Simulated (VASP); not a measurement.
Write the native input for VASP 6.6.1 that does the following.

```
Task                   : single point
Functional             : PBEsol
Dispersion             : D3(BJ)
Potentials or basis    : VASP PAW PBE potentials, release 64 (C)
Cutoff                 : 600 eV
k mesh                 : 18 × 12 × 10
Occupations            : gaussian, width 0.15 eV
Spin                   : no spin polarisation
Dipole correction      : no
Further INCAR settings : ALGO = Normal; EDIFF = 1e-06; NBANDS = 16
```

The structure of C lies in POSCAR:

```
C
1.0
   -2.4576582504      0.0000000000      0.0000000000
    0.0000000000      0.0000000000     -3.5294825081
    0.0000000000     -4.2567889574      0.0000000000
C
4
Direct
    0.5000000000      0.0000000000      0.1737142324
    0.0000000000      0.0000000000      0.6596191010
    0.0000000000      0.0000000000      0.3262857676
    0.5000000000      0.0000000000      0.8403808990
```

This cell differs from its parent crystal: mode 8 frozen in at -0.030 Å and mode 12 at +0.000 Å (largest displacements).

These files were run (other wordings do the same):

INCAR

```
ALGO     = Normal         # electronic algorithm
EDIFF    = 1E-6           # SCF threshold, eV
ENCUT    = 600            # plane-wave cutoff, eV
GGA      = PS             # functional
GGA_COMPAT= False        
ISIF     = 2              # what is computed and relaxed
ISMEAR   = 0              # smearing method
IVDW     = 12             # dispersion correction
LASPH    = True           # aspherical terms in the spheres
LCHARG   = True           # write CHGCAR
LELF     = True           # ELF
LREAL    = False          # projectors in reciprocal space
LVHAR    = True         
LWAVE    = False          # write WAVECAR
NBANDS   = 16             # bands
NELM     = 120            # most SCF steps
PREC     = Accurate       # precision mode
SIGMA    = 0.15           # smearing width, eV
```

KPOINTS

```
k-points
0
Gamma
  18 12 10
```

Potentials or basis: VASP PAW PBE potentials, release 64 (C).

The run is started by

```sh
$ cat potpaw_PBE.64/C/POTCAR > POTCAR
$ mpirun -np 1 vasp_std > vasp.out
```

Results of the run:

- Pressure: 0.9 GPa
- Largest force: 2.414 eV/Å
- Band gap on the k mesh: zero (band 8 reaches 4.76 eV, above the bottom of band 9 at 3.76 eV)
- Dispersion energy per atom: -0.104 eV

Caveat: the cell differs from its parent crystal (mode 8 frozen in at -0.030 Å and mode 12 at +0.000 Å (largest displacements)); the PAW data sets were made with another functional, which shifts forces and pressure a little.

Wall time 110 s on 1 thread of AMD EPYC 9R45 96-Core Processor (Zen 5), on a shared host, peak memory 0.3 GiB.
